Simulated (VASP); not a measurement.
Co:

```
CELL_PARAMETERS angstrom
2.47200 0.00000 0.00000
-1.23600 2.14081 0.00000
0.00000 0.00000 4.02114
ATOMIC_POSITIONS crystal
Co 0.66667 0.33333 0.75000
Co 0.33333 0.66667 0.25000
```

Base run:

```yaml
Program: VASP 6.6.1
Functional: PBE
Potentials_or_basis: VASP PAW PBE potentials, release 64 (Co)
Cutoff: 600 eV
k_mesh: 12 × 12 × 7
Occupations: gaussian, width 0.022 eV
Spin: collinear spin, ferromagnetic start
Starting_moments: "[2.0, 2.0] μB"
```

Its results: pressure 3.8 GPa; net moment 3.21 μB per cell; site moments Co +1.62 μB.

The run is repeated on the same cell with these changes: functional from PBE to PBEsol; occupations from gaussian, width 0.022 eV to gaussian, width 0.1 eV. What comes out?

Pressure -6.7 GPa; net moment 3.19 μB per cell; site moments Co +1.60 μB.

Caveats: the cell stands under pressure (at least some runs); the cell stands under tension (at least some runs); the PAW data sets were made with another functional, which shifts forces and pressure a little (at least some runs).
